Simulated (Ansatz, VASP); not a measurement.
SnO2: VASP beside Ansatz

The input INCAR:

```
PREC = Accurate
ENCUT = 520
EDIFF = 1E-6
ISMEAR = 0
SIGMA = 0.05
LREAL = False
LASPH = True
NELM = 100
ALGO = Normal
ISIF = 2
LWAVE = False
LCHARG = True
GGA = PS
IVDW = 12
LELF = True
LVHAR = True
NBANDS = 35
```

KPOINTS

```
Automatic mesh
0
Gamma
  12 12 4
```

File POSCAR:

```
SnO2
1.0
    3.1779419946      0.0000000000      0.0000000000
   -1.5889709973      2.7521784991      0.0000000000
    0.0000000000      0.0000000000     10.1134263721
Sn O
2 4
Direct
   -0.1124942517     -0.2249885035      0.5000000000
    0.1124942517      0.2249885035      0.0000000000
    0.5525752296      0.1051504592      0.4003665319
    0.7807581037      0.5615162074      0.0996334681
    0.2192418963      0.4384837926      0.5996334681
    0.4474247704      0.8948495408      0.9003665319
```

Input for Ansatz:

```yaml
crystal:
  lattice:
    - [3.1779419946, 0.0, 0.0]
    - [-1.5889709973, 2.7521784991, 0.0]
    - [0.0, 0.0, 10.1134263721]
  atoms:
    - { symbol: Sn, position: [-0.1124942517, -0.2249885035, 0.5] }
    - { symbol: Sn, position: [0.1124942517, 0.2249885035, 0.0] }
    - { symbol: O, position: [0.5525752296, 0.1051504592, 0.4003665319] }
    - { symbol: O, position: [0.7807581037, 0.5615162074, 0.0996334681] }
    - { symbol: O, position: [0.2192418963, 0.4384837926, 0.5996334681] }
    - { symbol: O, position: [0.4474247704, 0.8948495408, 0.9003665319] }
basis:
  ecutwfc: 520.0
kpoints:
  mp_grid: { grid: [12, 12, 4] }
hamiltonian:
  xc: pbesol
  pseudopotentials: { kind: paw, azcp: { folder: soft_1 } }
  dispersion: d3bj
scf:
  occupations: { method: gaussian, width: 0.05 }
output:
  forces: true
  stress: true
  eigenvalues: true
```

Change from the starting cell: mode 1 frozen in at +0.000 Å and mode 2 at -0.628 Å (largest displacements).

Alike in both runs: task single point; functional PBEsol; dispersion D3(BJ); k mesh 12 × 12 × 4; occupations gaussian, width 0.05 eV; no spin polarisation.

```csv
,VASP,Ansatz
version,VASP 6.6.1,Ansatz 0.2.0
potentials or method,"VASP PAW PBE potentials, release 64 (Sn_d, O), cutoff 520 eV","scalar-relativistic, plane waves, PAW"
valence electrons in the cell,52,52
```

```tsv
	VASP	Ansatz	Ansatz less VASP
gap on the k mesh at the Fermi level (eV)	2.29	2.31	+0.019
least direct gap on the mesh (eV)	2.62	2.63	+0.011
pressure (GPa)	0.4	-0.3	-0.69
traceless stress, the component that is largest in VASP (GPa)	-1.60	-1.18	+0.425
rms of the force components (eV/Å)	0.076	0.057	-0.0195
```

VASP's potentials were made for PBE, not for PBEsol, and Ansatz warns of the same on its side. Atom by atom the forces differ by 0.030 eV/Å (rms over components).
